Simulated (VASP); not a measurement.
Here is a VASP 6.6.1 calculation.

INCAR

```
SYSTEM = Sr
PREC = Accurate
ENCUT = 520
EDIFF = 1E-6
ISMEAR = 0
SIGMA = 0.15
LREAL = .False.
LASPH = .True.
NELM = 100
ALGO = Fast
ISIF = 2
LWAVE = .False.
LCHARG = .False.
GGA = PS
NBANDS = 17
```

KPOINTS

```
regular mesh
0
Gamma
  15 15 8
  0 0 0
```

The input POSCAR:

```
Sr
1.0
    4.4393002273      0.0000000000      0.0000000000
   -2.2196501137      3.8445467718      0.0000000000
    0.0000000000      0.0000000000      7.1557500000
Sr
2
Direct
    0.3333333333      0.6666666667      0.2500000000
    0.6666666667      0.3333333333      0.7500000000
```

Potentials or basis: VASP PAW PBE potentials, release 64 (Sr_sv).

The run is started by

```sh
$ cat potpaw_PBE.64/Sr_sv/POTCAR > POTCAR
$ mpirun -np 1 vasp_std > vasp.out
```

Task: Estimate the pressure.

Result: -1.5 GPa.

Task: Predict the band gap on the k mesh.

Result: Zero (band 10 reaches 1.35 eV, above the bottom of band 11 at 1.04 eV).

Stress tensor (GPa, compression positive):
```
-1.54  0.00  0.00
 0.00 -1.54  0.00
 0.00  0.00 -1.29
```

Caveat: the cell differs from its parent crystal (strain +0.030 along x and y, +0.015 along z); the PAW data sets were made with another functional, which shifts forces and pressure a little.
